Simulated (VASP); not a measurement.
# SrCl2 (Fm-3m) in VASP: notebook

The runs below take SrCl2 through single point, with r2SCAN.

All numbers are computed with VASP 6.6.1; they aren't measurements. Logs are shortened: lines on timing, memory, paths and dates and some standing lists are left out, and cuts for length are marked.

## Step 1: The cell of the first run

The structure is cubic, space group Fm-3m (No. 225). The conventional cell has a = 6.466 Å, b = 6.466 Å, c = 6.466 Å, α = 90.00°, β = 90.00°, γ = 90.00°. Sr (site symmetry m-3m) has 8 Cl at 2.80 Å within 3.7 Å. Cl (site symmetry -43m) has 4 Sr at 2.80 Å and 6 Cl at 3.23 Å within 3.7 Å.

## Step 2: Single point, r2SCAN

POSCAR reads:

```
SrCl2
1.0
    3.2331883469      3.2331883469      0.0000000000
   -3.2331883469      3.2331883469      0.0000000000
    0.0000000000      3.2331883469      3.2331883469
Sr Cl
1 2
Direct
    0.0000000000      0.0000000000      0.0000000000
    0.2500000000      0.7500000000      0.5000000000
    0.7500000000      0.2500000000      0.5000000000
```

INCAR.step1 reads:

```
ALGO = Normal
EDIFF = 1E-4
ENCUT = 520
GGA = PE
ISMEAR = 0
LASPH = T
LCHARG = F
LREAL = F
LWAVE = T
NBANDS = 19
NELM = 80
PREC = Accurate
SIGMA = 0.01
```

INCAR.step2 reads:

```
ALGO = Normal
EDIFF = 1E-7
ENCUT = 520
ISIF = 2
ISMEAR = 0
ISTART = 1
LASPH = T
LCHARG = T
LELF = T
LMIXTAU = T
LREAL = F
LVHAR = T
LWAVE = F
METAGGA = R2SCAN
NBANDS = 19
NELM = 80
PREC = Accurate
SIGMA = 0.01
```

KPOINTS reads:

```
k-points
0
Gamma
  6 6 6
```

Potentials or basis: VASP PAW PBE potentials, release 64 (Sr_sv, Cl).

Started as:

```
> cat potpaw_PBE.64/Sr_sv/POTCAR potpaw_PBE.64/Cl/POTCAR > POTCAR
> cp INCAR.step1 INCAR
> mpirun -np 1 vasp_std > vasp.out
> cp INCAR.step2 INCAR
> mpirun -np 1 vasp_std > vasp.out
```

OUTCAR:

```text
EDIFF = 1E-7
   ENCUT = 520
   ISIF = 2
   ISMEAR = 0
   ISTART = 1
   LASPH = T
   LREAL = F
   METAGGA = R2SCAN
   NELM = 80
   PREC = Accurate

 ion  position               nearest neighbor table
   1  0.000  0.000  0.000-   3 2.80   2 2.80   2 2.80   3 2.80   2 2.80   3 2.80   3 2.80   2 2.80

   2  0.250  0.750  0.500-   1 2.80   1 2.80   1 2.80   1 2.80
   3  0.750  0.250  0.500-   1 2.80   1 2.80   1 2.80   1 2.80

  LATTYP: Found a face centered cubic cell.
 ALAT       =     6.4663766938

  Lattice vectors:

 A1 = (   0.0000000000,   3.2331883469,   3.2331883469)
 A2 = (   3.2331883469,   0.0000000000,   3.2331883469)
 A3 = (   3.2331883469,   3.2331883469,   0.0000000000)

Analysis of symmetry for initial positions (statically):
=====================================================================
 Subroutine PRICEL returns:
 Original cell was already a primitive cell.

 Routine SETGRP: Setting up the symmetry group for a
 face centered cubic supercell.

 Subroutine GETGRP returns: Found 48 space group operations
 (whereof 48 operations were pure point group operations)
 out of a pool of 48 trial point group operations.

The static configuration has the point symmetry O_h .

Analysis of symmetry for dynamics (positions and initial velocities):
=====================================================================
 Subroutine PRICEL returns:
 Original cell was already a primitive cell.

 Routine SETGRP: Setting up the symmetry group for a
 face centered cubic supercell.

 Subroutine GETGRP returns: Found 48 space group operations
 (whereof 48 operations were pure point group operations)
 out of a pool of 48 trial point group operations.

The dynamic configuration has the point symmetry O_h .

 Subroutine INISYM returns: Found 48 space group operations
 (whereof 48 operations are pure point group operations),
 and found     1 'primitive' translations

----------------------------------------------------------------------------------------

                                     Primitive cell

  volume of cell :      67.5963

  direct lattice vectors                    reciprocal lattice vectors
     3.233188347  3.233188347  0.000000000     0.154646110  0.154646110 -0.154646110
    -3.233188347  3.233188347  0.000000000    -0.154646110  0.154646110 -0.154646110
[... 76 lines left out ...]
   ENCUT  =  520.0 eV  38.22 Ry    6.18 a.u.   8.50  8.50  8.50*2*pi/ulx,y,z
   NELM   =     80;   NELMIN=  2; NELMDL=  0     # of ELM steps
   EDIFF  = 0.1E-06   stopping-criterion for ELM
   LREAL  =      F    real-space projection
   EDIFFG = 0.1E-05   stopping-criterion for IOM
   NSW    =      0    number of steps for IOM
   IBRION =     -1    ionic relax: 0-MD 1-quasi-New 2-CG
   NFREE  =      0    steps in history (QN), initial steepest desc. (CG)
   ISIF   =      2    stress and relaxation
   ISYM   =      2    0-nonsym 1-usesym 2-fastsym
   POTIM  = 0.5000    time-step for ionic-motion
   TEBEG  =    0.0;   TEEND  =   0.0 temperature during run
   PSTRESS=    0.0 pullay stress
   NELECT =      24.0000    total number of electrons
   NUPDOWN=      -1.0000    fix difference up-down
   EMIN   =  10.00;   EMAX   =-10.00  energy-range for DOS
   EFERMI =   0.00;   METHOD = LEGACY
   ISMEAR =     0;   SIGMA  =   0.01  broadening in eV -4-tet -1-fermi 0-gaus
   EFERMI_NEDOS =   21; number of points for ismear=-14 and -15
   IALGO  =     38    algorithm
   IMIX   =      4    mixing-type and parameters
     AMIX     =   0.40;   BMIX     =  1.00
     AMIX_MAG =   1.60;   BMIX_MAG =  1.00
  volume/ion in A,a.u.               =      22.53       152.05
  Fermi-wavevector in a.u.,A,eV,Ry     =   1.159233  2.190634 18.283811  1.343822
  Thomas-Fermi vector in A             =   2.295828
   LORBIT       =      0    0 simple, 1 ext, 2 COOP (PROOUT), +10 PAW based schemes
   METAGGA = R2SCAN    functional components
   LHFCALC =     F    Hartree Fock is set to
   AEXX    =    0.0000 exact exchange contribution
   IVDW    =     0    specifies the selected vdW correction
   LEPSILON=     F    determine dielectric tensor
   LRPA    =     F    only Hartree local field effects (RPA)
 non-spin polarized calculation
 Gauss-broadening in eV      SIGMA  =   0.01
  energy-cutoff  :      520.00
  volume of cell :       67.60
 maximum number of plane-waves:      1853
 NGX is ok and might be reduce to    36
   NGX = 17   NGY = 17   NGZ = 17

 number of electron      23.9999999 magnetization

 Free energy of the ion-electron system (eV)
  ---------------------------------------------------
  ext. energy  EPLUGINS =         0.00000000
  ---------------------------------------------------
  free energy    TOTEN  =       -34.99763375 eV

  energy without entropy =      -34.99763375  energy(sigma->0) =      -34.99763375

 E-fermi :   1.6629     XC(G=0):  -9.8701

 val. band max:        1.5226538909   @ k =   0.5000   0.5000   0.0000
 cond. band min:       7.2756065992   @ k =   0.5000   0.5000   0.0000
 fundamental gap:      5.7529527083
 Fermi energy:         1.6628641497

 k-point     1 :       0.0000    0.0000    0.0000
  band No.  band energies     occupation
      1     -31.8085      2.00000
      2     -13.3014      2.00000
      3     -13.3014      2.00000
      4     -13.3014      2.00000
      5     -13.2236      2.00000
      6     -11.7725      2.00000
[... 329 lines left out ...]
      6     -11.4055      2.00000
[... 11 lines left out ...]
     18      13.2219      0.00000
     19      13.3048      0.00000

------------------------ aborting loop because EDIFF is reached ----------------------------------------

  FORCE on cell =-STRESS in cart. coord.  units (eV):
  Direction    XX          YY          ZZ          XY          YZ          ZX
  --------------------------------------------------------------------------------------
  -------------------------------------------------------------------------------------
  Total        6.4156890      6.4156890      6.4156890     -0.0000000      0.0000000     -0.0000000
  in kB      152.0655629    152.0655629    152.0655629     -0.0000000      0.0000000     -0.0000000
  external PRESSURE =     152.0655629 kB  Pullay stress =       0.0000000 kB

 VOLUME and BASIS-vectors are now :
 -----------------------------------------------------------------------------
  energy-cutoff  :      520.00
  volume of cell :       67.60
      direct lattice vectors                 reciprocal lattice vectors
     3.233188347  3.233188347  0.000000000     0.154646110  0.154646110 -0.154646110
    -3.233188347  3.233188347  0.000000000    -0.154646110  0.154646110 -0.154646110
     0.000000000  3.233188347  3.233188347     0.000000000  0.000000000  0.309292220

 POSITION                                       TOTAL-FORCE (eV/Angst)
 -----------------------------------------------------------------------------------
      0.00000      0.00000      0.00000         0.000000      0.000000      0.000000
     -1.61659      4.84978      1.61659        -0.000000      0.000000     -0.000000
      1.61659      4.84978      1.61659         0.000000     -0.000000      0.000000
 -----------------------------------------------------------------------------------
    total drift:                                0.000000      0.000000     -0.000000

  FREE ENERGIE OF THE ION-ELECTRON SYSTEM (eV)
  ---------------------------------------------------
  free  energy   TOTEN  =       -34.9976337519 eV

  energy  without entropy=      -34.9976337519  energy(sigma->0) =      -34.99763375
```

Run time: 88 s. Hardware: 1 thread of Intel Xeon Platinum 8124M at 3.00GHz (Skylake/Cascade Lake), shared host; peak memory 0.22 GiB.

Results:

```yaml
Free_energy: -34.9976 eV
Pressure: 15.2 GPa
Band_gap_on_the_k_mesh: 5.75 eV
```

Caveat: the cell stands under pressure; the PAW data sets were made with another functional, which shifts forces and pressure a little.

(Part 1 of 2 ends here.)
